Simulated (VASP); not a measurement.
# B24HN23 (a cell with a defect) in VASP: further runs

B24HN23 (a cell with a defect) is run at these levels: PBE; tasks: single point.

Everything below comes from runs of VASP 6.6.1. Logs are shortened: lines on timing, memory, paths and dates and some standing lists are left out, and cuts for length are marked.

## Step 1: The cell of the first run

The cell holds a defect, 48 atoms: a = 6.118 Å, b = 6.118 Å, c = 8.750 Å, α = 109.49°, β = 109.49°, γ = 92.61°.

## Step 2: Single point, PBE, collinear spin, zero start

The input, INCAR:

```
ALGO = Normal ; EDIFF = 1E-6
ENCUT = 520 ; GGA = PE
GGA_COMPAT = False ; ISIF = 2
ISMEAR = 0 ; ISPIN = 2
LASPH = True ; LCHARG = True
LELF = True ; LORBIT = 11
LREAL = Auto ; LVHAR = True
LWAVE = False ; MAGMOM = 0 0 0 0 0 0 0 0 0 0 0 0 0 0 0 0 0 0 0 0 0 0 0 0 0 0 0 0 0 0 0 0 0 0 0 0 0 0 0 0 0 0 0 0 0 0 0 0
NBANDS = 128 ; NELM = 200
PREC = Accurate ; SIGMA = 0.05
```

The input, KPOINTS:

```
k-points
0
Gamma
  2 2 2
```

The input, POSCAR:

```
B24HN23
1.0
   -3.8309090000      2.2117770000     -4.2268550000
    3.8309090000     -2.2117770000     -4.2268550000
   -3.8309090000     -6.6353300000      4.2268550000
B H N
24 1 23
Direct
    0.6445970112      0.3123738490      0.0002383574
    0.1716551529      0.8385676209      0.0002465695
    0.8335857462      0.0069188693      0.8353308409
    0.3384802636      0.4996572046      0.8331756644
    0.0033112007      0.6696381549      0.6655368282
    0.5014041464      0.1699680913      0.6695031519
    0.1686601941      0.3360664377      0.4999684736
    0.6689286443      0.8363337000      0.5004933987
    0.3379999524      0.0043279434      0.3349194250
    0.8321297066      0.5007098053      0.3309354116
    0.5055478080      0.6667291495      0.1672992393
   -0.0015283533      0.1718357034      0.1651068549
    0.5861319328      0.9127320529      0.0002410938
    0.0970311788      0.4317949784      0.0002307277
    0.7640470446      0.5978629943      0.8327577395
    0.2464001089      0.0842602141      0.8321879509
    0.9190549171      0.2547755189      0.6681925497
    0.4204256060      0.7518786751      0.6668949024
    0.0852019110      0.9194103881      0.4988816013
    0.5865664450      0.4207677120      0.5015817481
    0.2510754062      0.5868282318      0.3322764307
    0.7537567217      0.0852125978      0.3335714424
    0.4144304226      0.2523098545      0.1682663185
    0.9315631000      0.7652876053      0.1676745736
    0.7766182935      0.4458917691      0.0002605364
    0.3549267570      0.0220543956      0.0002304044
    0.0177627878      0.1974793249      0.8364047958
    0.5289269884      0.6852188644      0.8355133972
    0.1883967968      0.8545371918      0.6654176607
    0.6931629178      0.3601843561      0.6727817559
    0.3561837491      0.5232332454      0.4998071917
    0.8566119341      0.0236687533      0.5006639856
    0.5232050113      0.1893614134      0.3350484950
    0.0206378404      0.6876595477      0.3277136177
    0.6936397814      0.8499587318      0.1649680841
    0.1815968345      0.3613312400      0.1640627887
    0.7673348890      0.0964661403      0.0002253085
    0.2791114909      0.6095151814      0.0002296141
    0.9427883117      0.7786683148      0.8320362831
    0.4283910767      0.2650962290      0.8308458783
    0.1067705880      0.4406264148      0.6669602670
    0.6057767420      0.9403112593      0.6672838891
    0.2732401867      0.1069345942      0.5004209725
    0.7730618694      0.6067577410      0.5000393136
    0.4400432231      0.7739011488      0.3334982525
    0.9387087860      0.2732687347      0.3331777711
    0.5977592654      0.4344845639      0.1696149448
    0.1109968436      0.9468942963      0.1684205858
```

Potentials or basis: VASP PAW PBE potentials, release 64 (B, H, N).

Launch:

```console
$ cat potpaw_PBE.64/B/POTCAR potpaw_PBE.64/H/POTCAR potpaw_PBE.64/N/POTCAR > POTCAR
$ mpirun -np 1 vasp_std > vasp.out
```

OUTCAR:

```text
EDIFF = 1E-6
   ENCUT = 520
   GGA = PE
   ISIF = 2
   ISMEAR = 0
   ISPIN = 2
   LASPH = True
   LORBIT = 11
   LREAL = Auto
   NELM = 200
   PREC = Accurate

 ion  position               nearest neighbor table
   1  0.645  0.312  0.000-  25 1.12  37 1.55  47 1.55  40 1.55
   2  0.172  0.839  0.000-  26 1.55  48 1.57  39 1.57  38 1.57
   3  0.834  0.007  0.835-  37 1.56  42 1.57  39 1.57  27 1.58
   4  0.338  0.500  0.833-  40 1.56  38 1.56  41 1.58  28 1.58
   5  0.003  0.670  0.666-  39 1.56  44 1.56  29 1.56  41 1.57
   6  0.501  0.170  0.670-  40 1.56  42 1.57  43 1.57  30 1.60
   7  0.169  0.336  0.500-  41 1.57  43 1.57  46 1.57  31 1.58
   8  0.669  0.836  0.500-  45 1.57  44 1.57  42 1.57  32 1.58
   9  0.338  0.004  0.335-  48 1.56  43 1.56  33 1.56  45 1.57
  10  0.832  0.501  0.331-  47 1.56  46 1.57  44 1.57  34 1.60
  11  0.506  0.667  0.167-  47 1.56  38 1.56  45 1.58  35 1.58
  12  0.998  0.172  0.165-  37 1.56  46 1.57  48 1.57  36 1.58
  13  0.586  0.913  0.000-  37 1.54  35 1.55  28 1.55  26 1.59
  14  0.097  0.432  0.000-  38 1.52  36 1.56  27 1.56
  15  0.764  0.598  0.833-  39 1.52  28 1.56  30 1.56
  16  0.246  0.084  0.832-  40 1.54  29 1.57  26 1.58  27 1.59
  17  0.919  0.255  0.668-  27 1.56  30 1.56  32 1.58  41 1.58
  18  0.420  0.752  0.667-  31 1.57  29 1.58  42 1.58  28 1.60
  19  0.085  0.919  0.499-  32 1.57  29 1.57  43 1.58  34 1.60
  20  0.587  0.421  0.502-  31 1.57  33 1.57  44 1.58  30 1.60
  21  0.251  0.587  0.332-  36 1.56  34 1.56  31 1.58  45 1.58
  22  0.754  0.085  0.334-  32 1.57  33 1.58  46 1.58  35 1.60
  23  0.414  0.252  0.168-  47 1.54  33 1.57  26 1.58  36 1.59
  24  0.932  0.765  0.168-  48 1.52  35 1.56  34 1.56
  25  0.777  0.446  0.000-   1 1.12
  26  0.355  0.022  0.000-   2 1.55  16 1.58  23 1.58  13 1.59
  27  0.018  0.197  0.836-  17 1.56  14 1.56   3 1.58  16 1.59
  28  0.529  0.685  0.836-  13 1.55  15 1.56   4 1.58  18 1.60
  29  0.188  0.855  0.665-   5 1.56  16 1.57  19 1.57  18 1.58
  30  0.693  0.360  0.673-  17 1.56  15 1.56  20 1.60   6 1.60
  31  0.356  0.523  0.500-  18 1.57  20 1.57  21 1.58   7 1.58
[... 15 lines left out ...]
  47  0.598  0.434  0.170-  23 1.54   1 1.55  11 1.56  10 1.56
  48  0.111  0.947  0.168-  24 1.52   9 1.56  12 1.57   2 1.57

  LATTYP: Found a face centered orthorhombic cell.
 ALAT       =     8.4537100000
 B/A-ratio  =     1.0465353114
 C/A-ratio  =     1.8126523958

  Lattice vectors:

 A1 = (   0.0000000000,  -8.8471070000,   0.0000000000)
 A2 = (  -3.8309090000,  -6.6353300000,  -4.2268550000)
 A3 = (   3.8309090000,  -2.2117770000,  -4.2268550000)

Analysis of symmetry for initial positions (statically):
=====================================================================
 Subroutine PRICEL returns:
 Original cell was already a primitive cell.

 Routine SETGRP: Setting up the symmetry group for a
 face centered orthorhombic supercell.

 Subroutine GETGRP returns: Found  1 space group operations
 (whereof  1 operations were pure point group operations)
 out of a pool of  8 trial point group operations.

The static configuration has the point symmetry C_1 .

Analysis of symmetry for dynamics (positions and initial velocities):
=====================================================================
 Subroutine PRICEL returns:
 Original cell was already a primitive cell.

 Routine SETGRP: Setting up the symmetry group for a
 face centered orthorhombic supercell.

 Subroutine GETGRP returns: Found  1 space group operations
 (whereof  1 operations were pure point group operations)
 out of a pool of  8 trial point group operations.

The dynamic configuration has the point symmetry C_1 .

Analysis of structural, dynamic, and magnetic symmetry:
=====================================================================
 Subroutine PRICEL returns:
 Original cell was already a primitive cell.

 Routine SETGRP: Setting up the symmetry group for a
 face centered orthorhombic supercell.

 Subroutine GETGRP returns: Found  1 space group operations
 (whereof  1 operations were pure point group operations)
 out of a pool of  8 trial point group operations.

The overall configuration has the point symmetry C_1 .

 Subroutine INISYM returns: Found  1 space group operations
 (whereof  1 operations are pure point group operations),
 and found     1 'primitive' translations
[... 159 lines left out ...]
   NGXF,Y,Z  is equivalent  to a cutoff of  26.08, 26.08, 26.60 a.u.
 SYSTEM =  unknown system
   PREC   = accura    normal or accurate (medium, high low for compatibility)
   ISTART =      0    job   : 0-new  1-cont  2-samecut
   ICHARG =      2    charge: 1-file 2-atom 10-const
   ISPIN  =      2    spin polarized calculation?
   LNONCOLLINEAR =      F non collinear calculations
   LSORBIT =      F    spin-orbit coupling
   LASPH  =      T    aspherical Exc in radial PAW
   ENCUT  =  520.0 eV  38.22 Ry    6.18 a.u.  11.38 11.38 16.27*2*pi/ulx,y,z
   NELM   =    200;   NELMIN=  2; NELMDL= -5     # of ELM steps
   EDIFF  = 0.1E-05   stopping-criterion for ELM
   LREAL  =      T    real-space projection
   EDIFFG = 0.1E-04   stopping-criterion for IOM
   NSW    =      0    number of steps for IOM
   IBRION =     -1    ionic relax: 0-MD 1-quasi-New 2-CG
   NFREE  =      0    steps in history (QN), initial steepest desc. (CG)
   ISIF   =      2    stress and relaxation
   ISYM   =      2    0-nonsym 1-usesym 2-fastsym
   POTIM  = 0.5000    time-step for ionic-motion
   TEBEG  =    0.0;   TEEND  =   0.0 temperature during run
   PSTRESS=    0.0 pullay stress
   NELECT =     188.0000    total number of electrons
   NUPDOWN=      -1.0000    fix difference up-down
   EMIN   =  10.00;   EMAX   =-10.00  energy-range for DOS
   EFERMI =   0.00;   METHOD = LEGACY
   ISMEAR =     0;   SIGMA  =   0.05  broadening in eV -4-tet -1-fermi 0-gaus
   EFERMI_NEDOS =   21; number of points for ismear=-14 and -15
   IALGO  =     38    algorithm
   IMIX   =      4    mixing-type and parameters
     AMIX     =   0.40;   BMIX     =  1.00
     AMIX_MAG =   1.60;   BMIX_MAG =  1.00
  volume/ion in A,a.u.               =       5.97        40.28
  Fermi-wavevector in a.u.,A,eV,Ry     =   1.422582  2.688290 27.534646  2.023739
  Thomas-Fermi vector in A             =   2.543270
   LORBIT       =     11    0 simple, 1 ext, 2 COOP (PROOUT), +10 PAW based schemes
   GGA     = PE    functional components
   LHFCALC =     F    Hartree Fock is set to
   AEXX    =    0.0000 exact exchange contribution
   IVDW    =     0    specifies the selected vdW correction
   LEPSILON=     F    determine dielectric tensor
   LRPA    =     F    only Hartree local field effects (RPA)
 spin polarized calculation
 Gauss-broadening in eV      SIGMA  =   0.05
  energy-cutoff  :      520.00
  volume of cell :      286.52
 maximum number of plane-waves:      7763
 NGX is ok and might be reduce to    48
   NGX = 23   NGY = 23   NGZ = 33

 number of electron     188.0000001 magnetization      -0.0000000

 number of electron     188.0000001 magnetization       0.0000000

 Free energy of the ion-electron system (eV)
  ---------------------------------------------------
  ext. energy  EPLUGINS =         0.00000000
  ---------------------------------------------------
  free energy    TOTEN  =      -405.56221770 eV

  energy without entropy =     -405.56221770  energy(sigma->0) =     -405.56221770

 E-fermi :   9.5528     XC(G=0): -12.6801

 val. band max:        9.3302605975   @ k =   0.0000   0.5000   0.0000
 cond. band min:      11.4382052927   @ k =   0.0000   0.0000   0.0000
 fundamental gap:      2.1079446952
 Fermi energy:         9.5528234410

 spin component 1

 k-point     1 :       0.0000    0.0000    0.0000
  band No.  band energies     occupation
      1     -13.0208      1.00000
      2     -11.3743      1.00000
      3     -11.2396      1.00000
      4     -10.1521      1.00000
      5     -10.1122      1.00000
      6     -10.0555      1.00000
[... 861 lines left out ...]
    105      15.6488      0.00000
    106      15.7082      0.00000
 Fermi energy:         9.5528234410

 spin component 2

 k-point     1 :       0.0000    0.0000    0.0000
  band No.  band energies     occupation
      1     -13.0208      1.00000
      2     -11.3743      1.00000
      3     -11.2396      1.00000
      4     -10.1521      1.00000
      5     -10.1122      1.00000
      6     -10.0555      1.00000
[... 861 lines left out ...]
    105      15.6488      0.00000
    106      15.7082      0.00000
 [bands above 106 left out]

------------------------ aborting loop because EDIFF is reached ----------------------------------------

  FORCE on cell =-STRESS in cart. coord.  units (eV):
  Direction    XX          YY          ZZ          XY          YZ          ZX
  --------------------------------------------------------------------------------------
  -------------------------------------------------------------------------------------
  Total       -5.5313878     -5.5027593     22.0150513      0.0287958     -0.0059583      0.0064085
  in kB      -30.9310190    -30.7709311    123.1061710      0.1610234     -0.0333184      0.0358358
  external PRESSURE =      20.4680736 kB  Pullay stress =       0.0000000 kB

 VOLUME and BASIS-vectors are now :
 -----------------------------------------------------------------------------
  energy-cutoff  :      520.00
  volume of cell :      286.52
      direct lattice vectors                 reciprocal lattice vectors
    -3.830909000  2.211777000 -4.226855000    -0.130517326  0.000000000 -0.118291259
     3.830909000 -2.211777000 -4.226855000     0.065258656 -0.113031299 -0.118291259
    -3.830909000 -6.635330000  4.226855000    -0.065258671 -0.113031299  0.000000000

 POSITION                                       TOTAL-FORCE (eV/Angst)
 -----------------------------------------------------------------------------------
     -1.27363      0.73322     -4.04397        -0.001248      0.001911      0.019780
      2.55394     -1.47670     -4.26902         0.009338      0.000557      0.007696
     -6.36696     -3.71429     -0.02187        -0.005036     -0.007246     -0.001107
     -2.57437     -5.88488     -0.02097        -0.000511      0.001772     -0.006157
      0.00303     -5.88982     -0.03133        -0.002308      0.000779      0.002992
     -3.83451     -3.70931     -0.00790         0.001479     -0.000255     -0.004922
[... 40 lines left out ...]
     -1.27527     -0.76432     -3.64621        -0.002594     -0.008802     -0.008494
      2.55704     -2.96634     -3.75966        -0.002776      0.005511     -0.006929
 -----------------------------------------------------------------------------------
    total drift:                               -0.001257      0.008004      0.006619

  FREE ENERGIE OF THE ION-ELECTRON SYSTEM (eV)
  ---------------------------------------------------
  free  energy   TOTEN  =      -405.5622177013 eV

  energy  without entropy=     -405.5622177013  energy(sigma->0) =     -405.56221770

 total charge

# of ion       s       p       d       tot
------------------------------------------
    1        0.716   1.519   0.000   2.234
    2        0.685   1.328   0.000   2.013
    3        0.674   1.345   0.000   2.019
    4        0.674   1.346   0.000   2.020
    5        0.677   1.361   0.000   2.039
    6        0.670   1.331   0.000   2.001
[... 40 lines left out ...]
   47        1.216   2.779   0.000   3.995
   48        1.218   2.766   0.000   3.984
--------------------------------------------------
tot         44.861  95.435   0.000 140.296

 magnetization (x)

# of ion       s       p       d       tot
------------------------------------------
    1       -0.000  -0.000   0.000  -0.000
    2       -0.000  -0.000   0.000  -0.000
    3        0.000  -0.000   0.000  -0.000
    4       -0.000  -0.000   0.000  -0.000
    5       -0.000  -0.000   0.000  -0.000
    6        0.000   0.000   0.000   0.000
[... 40 lines left out ...]
   47       -0.000  -0.000   0.000  -0.000
   48        0.000   0.000   0.000   0.000
--------------------------------------------------
tot          0.000   0.000   0.000   0.000
```

It took 27 min on 1 thread of Intel Xeon Platinum 8488C (Sapphire Rapids), shared host; peak memory 0.74 GiB.

What came out:

```yaml
Free_energy: -405.5622 eV
Pressure: 2.0 GPa
Largest_force: 0.029 eV/Å
Band_gap_on_the_k_mesh: 2.11 eV
Net_moment: 0.00 μB per cell
Valence_electrons_inside_the_program's_atomic_spheres: B 2.23, 2.01, 2.02, 2.04, 2.00, 2.05, 1.92, 1.99 (each value once); H 0.75; N 3.97, 3.95, 3.96, 3.94, 3.99, 3.98, 4.00 (each value once)
```

Forces on the atoms (eV/Å):
```
B   -0.001  0.002  0.020
B    0.009  0.001  0.008
B   -0.005 -0.007 -0.001
B   -0.001  0.002 -0.006
B   -0.002  0.001  0.003
B    0.001  0.000 -0.005
B    0.001  0.002 -0.001
B    0.000  0.001  0.000
B    0.000 -0.001  0.001
B   -0.004 -0.006 -0.001
B    0.000  0.002 -0.006
B   -0.002  0.006  0.001
B   -0.001  0.001  0.011
B    0.014 -0.011  0.012
B   -0.007 -0.013  0.007
B    0.001 -0.004  0.014
B    0.002  0.003  0.000
B   -0.004 -0.004  0.002
B    0.002  0.005 -0.002
B   -0.001 -0.004  0.001
B   -0.007 -0.002 -0.001
B    0.003  0.006  0.001
B    0.002 -0.002  0.014
B    0.013  0.006  0.009
H   -0.001  0.001 -0.029
N   -0.004  0.001  0.001
N   -0.014  0.012 -0.001
N    0.021  0.001 -0.004
N    0.000  0.002 -0.005
N    0.010  0.013  0.003
N    0.003  0.002  0.001
N   -0.001 -0.003  0.002
N   -0.004 -0.001 -0.004
N   -0.001 -0.009  0.004
N    0.005 -0.013 -0.005
N   -0.017  0.007  0.003
N    0.000 -0.001 -0.009
N   -0.001  0.000 -0.010
N   -0.005 -0.003 -0.012
N    0.007  0.005 -0.006
N   -0.004 -0.001  0.001
N    0.003  0.004  0.004
N   -0.001 -0.001 -0.002
N    0.000  0.002  0.000
N   -0.001  0.002  0.002
N   -0.003 -0.002  0.002
N   -0.003 -0.009 -0.008
N   -0.003  0.006 -0.007
```

Levels at points of the mesh, in eV from the valence-band top:
Spin up:
```
           k point  band 90  band 91  band 92  band 93  band 94  band 95  band 96  band 97  band 98  band 99
(0.00, 0.00, 0.00)    -4.04    -2.81    -2.55    -2.53    -0.02     2.11     2.26     3.44     3.48     4.48
(0.50, 0.00, 0.00)    -3.73    -3.71    -3.42    -3.13    -0.24     2.27     2.35     4.93     4.96     4.99
(0.00, 0.50, 0.50)    -3.74    -3.68    -3.44    -3.13     0.00     2.30     2.34     4.88     4.90     5.01
(0.00, 0.50, 0.00)    -3.74    -3.68    -3.44    -3.13     0.00     2.30     2.34     4.88     4.90     5.01
(0.50, 0.00, 0.50)    -3.73    -3.71    -3.42    -3.13    -0.24     2.27     2.35     4.93     4.96     4.99
(0.50, 0.50, 0.00)    -3.82    -3.77    -3.58    -3.26    -0.19     2.33     2.42     5.10     5.21     5.25
(0.00, 0.00, 0.50)    -3.46    -3.00    -2.93    -2.73    -0.01     2.13     2.40     4.09     4.28     4.51
(0.50, 0.50, 0.50)    -3.62    -3.61    -3.31    -3.31    -0.17     2.38     2.50     4.52     4.63     4.63
```
Spin down:
```
           k point  band 92  band 93  band 94  band 95  band 96  band 97
(0.00, 0.00, 0.00)    -2.55    -2.53    -0.02     2.11     2.26     3.44
(0.50, 0.00, 0.00)    -3.42    -3.13    -0.24     2.27     2.35     4.93
(0.00, 0.50, 0.50)    -3.44    -3.13     0.00     2.30     2.34     4.88
(0.00, 0.50, 0.00)    -3.44    -3.13     0.00     2.30     2.34     4.88
(0.50, 0.00, 0.50)    -3.42    -3.13    -0.24     2.27     2.35     4.93
(0.50, 0.50, 0.00)    -3.58    -3.26    -0.19     2.33     2.42     5.10
(0.00, 0.00, 0.50)    -2.93    -2.73    -0.01     2.13     2.40     4.09
(0.50, 0.50, 0.50)    -3.31    -3.31    -0.17     2.38     2.50     4.52
```

Caveat: the k points lie up to 0.55 Å⁻¹ apart.

(Continued in part 2 of 2.)
